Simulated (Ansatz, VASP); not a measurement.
## Ta: VASP beside Ansatz

```
Ta
1.0
    -1.58523    1.58523    1.71733
     1.58523   -1.58523    1.71733
     1.58523    1.58523   -1.71733
Ta
1
Direct
  0.00000 0.00000 0.00000
```

Change from the starting cell: strain -0.040 along x and y, +0.040 along z, atoms carried along.

Alike in both runs: task single point; functional PBE; k mesh 20 × 20 × 20; occupations gaussian, width 0.15 eV; no spin polarisation.

|  | VASP | Ansatz |
| --- | --- | --- |
| version | VASP 6.6.1 | Ansatz 0.2.0 |
| potentials or method | VASP PAW PBE potentials, release 64 (Ta_pv), cutoff 520 eV | scalar-relativistic, plane waves, PAW |
| valence electrons in the cell | 11 | 13 |

Ansatz gave:

```
gap on the k mesh at the Fermi level (eV)                     : none
pressure (GPa)                                                : 13.1
traceless stress, the component that is largest in VASP (GPa) : -6.32
```

Problem. Which values does VASP return?

Solution. gap on the k mesh at the Fermi level (eV): none; pressure (GPa): 13.3; traceless stress, the component that is largest in VASP (GPa): -6.30.

A gap of «none» marks a metal or a gap that the smearing closes. VASP's potentials hold 11 valence electrons a cell and Ansatz's 13, so a difference there can come from the potentials and not from the codes.

Neither program's run includes spin-orbit coupling.
